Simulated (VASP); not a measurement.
## NiGe3: single point with r2SCAN

Crystal: NiGe3.

```xyz
4
Lattice="0.0000 3.2075 3.2075 3.2075 0.0000 3.2075 3.2075 3.2075 0.0000" Properties=species:S:1:pos:R:3 pbc="T T T"
Ge    1.6038    1.6038    1.6038
Ge    4.8113    4.8113    4.8113
Ge    3.2075    3.2075    3.2075
Ni    0.0000    0.0000    0.0000
```

```
Program             : VASP 6.6.1
Task                : single point
Functional          : r2SCAN
Potentials or basis : VASP PAW PBE potentials, release 64 (Ge_d, Ni)
Cutoff              : 520 eV
k mesh              : 12 × 12 × 12
Occupations         : gaussian, width 0.1 eV
Spin                : collinear spin, ferromagnetic start
Starting moments    : [0.0, 0.0, 0.0, 2.5] μB
```

```yaml
Pressure: -3.1 GPa
Band_gap_on_the_k_mesh: zero (filled and empty bands overlap)
Net_moment: 0.00 μB per cell
Valence_electrons_inside_the_program's_atomic_spheres: Ge 12.23, 12.25 (each value once); Ni 9.09
```

Levels at points of the mesh, in eV from the Fermi level:
Spin up:
```csv
k point,band 24,band 25,band 26,band 27,band 28,band 29
"(0.00, 0.00, 0.00)",-1.39,-1.39,-1.39,0.61,0.61,0.61
"(0.50, 0.00, 0.00)",-1.45,-1.45,-0.32,-0.32,-0.15,3.64
"(0.50, 0.50, 0.00)",-1.49,-1.19,-0.74,4.34,4.34,4.44
```
Spin down:
```tsv
k point	band 23	band 24	band 25	band 26	band 27	band 28	band 29	band 30
(0.00, 0.00, 0.00)	-1.65	-1.39	-1.39	-1.39	0.61	0.61	0.61	2.08
(0.50, 0.00, 0.00)	-1.62	-1.45	-1.45	-0.32	-0.32	-0.15	3.64	4.78
(0.50, 0.50, 0.00)	-1.65	-1.49	-1.19	-0.74	4.34	4.34	4.44	5.56
```

Wall time 31 min on 1 thread of Oxide Virtual Turin-like Processor, on a shared host, peak memory 0.41 GiB.

Caveat: the cell stands under tension; the moments typed at the start vanished in this run; the PAW data sets were made with another functional, which shifts forces and pressure a little.
